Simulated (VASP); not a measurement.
Set up this calculation in VASP 6.6.1, as the native input.

| Item | Value |
| --- | --- |
| Task | single point |
| Functional | PBE |
| Potentials or basis | VASP PAW PBE potentials, release 64 (Sr_sv, Ge_d, As) |
| Cutoff | 520 eV |
| k mesh | 6 × 6 × 4 |
| Occupations | gaussian, width 0.1 eV |
| Spin | no spin polarisation |
| Dipole correction | no |
| Further INCAR settings | ALGO = Normal; EDIFF = 1e-07; NBANDS = 34 |

The structure of Sr2Ge2As lies in POSCAR:

```
Sr2Ge2As
1.0
    4.2907363259     -0.0000000029      0.0000000000
   -2.1453681604      3.7158866607      0.0000000000
    0.0000000000      0.0000000000      9.4238768855
Sr Ge As
2 2 1
Direct
    0.3333333333      0.6666666667      0.1884575271
    0.6666666667      0.3333333333      0.8115424729
    0.3333333333      0.6666666667      0.5510963170
    0.6666666667      0.3333333333      0.4489036830
    0.0000000000      0.0000000000      0.0000000000
```

The input as run:

INCAR

```
  ALGO = Normal
  EDIFF = 1E-7
  ENCUT = 520
  GGA = PE
  ISIF = 2
  ISMEAR = 0
  LASPH = T
  LCHARG = F
  LREAL = F
  LWAVE = F
  NBANDS = 34
  NELM = 80
  PREC = Accurate
  SIGMA = 0.1
```

KPOINTS

```
k-points
0
Gamma
  6 6 4
```

Potentials or basis: VASP PAW PBE potentials, release 64 (Sr_sv, Ge_d, As).

Launch:

```sh
$ cat potpaw_PBE.64/Sr_sv/POTCAR potpaw_PBE.64/Ge_d/POTCAR potpaw_PBE.64/As/POTCAR > POTCAR
$ mpirun -np 1 vasp_std > vasp.out
```

It gave:

* Pressure: 0.1 GPa
* Largest force: 0.037 eV/Å

It took 100 s on 1 thread of Intel(R) Xeon(R) Platinum 8559C (Emerald Rapids), on a shared host, peak memory 0.32 GiB.
